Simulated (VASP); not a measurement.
Write the native input for VASP 6.6.1 that does the following.

* Task: single point
* Functional: PBE
* Potentials or basis: VASP PAW PBE potentials, release 64 (B, Rh_pv, Ca_sv)
* Cutoff: 520 eV
* k mesh: 3 × 3 × 3
* Occupations: methfessel-paxton, width 0.15 eV
* Spin: no spin polarisation
* Dipole correction: no
* Further INCAR settings: ALGO = Normal; EDIFF = 1e-06; NBANDS = 64

The structure of Ca2B4Rh5 lies in POSCAR:

```
Ca2B4Rh5
1.0
    5.8057140000     -0.0950810000      1.3304330000
   -0.1134510000      4.6299250000     -1.3367180000
   -1.2230720000      3.6223730000      4.8449660000
B Rh Ca
4 5 2
Direct
    0.5340037993      0.1634456115      0.8904874491
    0.1529863177      0.7815121602      0.8153407735
    0.9178616052      0.4556777581      0.1773214286
    0.3103357468      0.4525239353      0.8799124640
    0.0859331733      0.5163722647      0.6105646090
    0.6291575923      0.4541841005      0.0583991796
    0.8316378254      0.9593339756      0.1189569929
    0.9223414346      0.0139897977      0.6825104516
    0.4273944213      0.9728583273      0.6146719286
    0.6464839620      0.5429931881      0.4912367128
    0.2925969961      0.8691538327      0.2287846547
```

The input as run:

INCAR

```
  PREC = Accurate
  ENCUT = 520
  EDIFF = 1E-6
  ISMEAR = 1
  SIGMA = 0.15
  LREAL = False
  LASPH = True
  NELM = 80
  ALGO = Normal
  ISIF = 2
  LWAVE = False
  LCHARG = True
  GGA = PE
  LELF = True
  LVHAR = True
  NBANDS = 64
```

KPOINTS

```
Automatic mesh
0
Gamma
  3 3 3
```

Potentials or basis: VASP PAW PBE potentials, release 64 (B, Rh_pv, Ca_sv).

Launch:

```bash
$ cat potpaw_PBE.64/B/POTCAR potpaw_PBE.64/Rh_pv/POTCAR potpaw_PBE.64/Ca_sv/POTCAR > POTCAR
$ mpirun -np 1 vasp_std > vasp.out
```

Results of the run:

* Pressure: 2.3 GPa
* Largest force: 3.027 eV/Å
* Band gap on the k mesh: zero (an odd number of electrons rules out a gap without spin polarisation)

Caveat: the k points lie up to 0.47 Å⁻¹ apart, too coarse for converged energies and pressures of a metal.

Run time: 3.2 min on 1 thread of Intel(R) Xeon(R) Platinum 8375C CPU @ 2.90GHz (Ice Lake), with other jobs on the host, peak memory 0.33 GiB.
